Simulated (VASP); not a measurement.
Here is a VASP 6.6.1 calculation.

File POSCAR:

```
BeTe
1.0
    0.0000000000      2.8286236287      2.8286236287
    2.6936982816      0.0000000000      2.8286236287
    2.6936982816      2.8286236287      0.0000000000
Be Te
1 1
Direct
    0.0000000000      0.0000000000      0.0000000000
    0.2500000000      0.2500000000      0.2500000000
```

File INCAR.step1:

```
PREC = Accurate
ENCUT = 520
ISMEAR = 0
SIGMA = 0.01
LREAL = False
LASPH = True
NELM = 60
NBANDS = 11
GGA = PE
ALGO = Normal
EDIFF = 1E-4
LWAVE = True
LCHARG = False
```

INCAR.step2

```
PREC = Accurate
ENCUT = 520
EDIFF = 1E-7
ISMEAR = 0
SIGMA = 0.01
LREAL = False
LASPH = True
NELM = 60
ALGO = Normal
ISIF = 2
LWAVE = False
LCHARG = False
METAGGA = R2SCAN
LMIXTAU = True
NBANDS = 11
ISTART = 1
```

KPOINTS

```
Automatic mesh
0
Gamma
  8 8 8
```

Potentials or basis: VASP PAW PBE potentials, release 64 (Be, Te).

Run with:

```sh
$ cat potpaw_PBE.64/Be/POTCAR potpaw_PBE.64/Te/POTCAR > POTCAR
$ cp INCAR.step1 INCAR
$ mpirun -np 1 vasp_std > vasp.out
$ cp INCAR.step2 INCAR
$ mpirun -np 1 vasp_std > vasp.out
```

(1) Predict the pressure.

(2) What does it give for the band gap on the k mesh?

Results:

(1) 3.4 GPa.

(2) 1.84 eV, indirect (least direct gap 3.76 eV).

Caveat: the cell differs from its parent crystal (uniaxial x strain -4.8%); the PAW data sets were made with another functional, which shifts forces and pressure a little; spin-orbit coupling is left out, which moves the levels of the heavy elements.
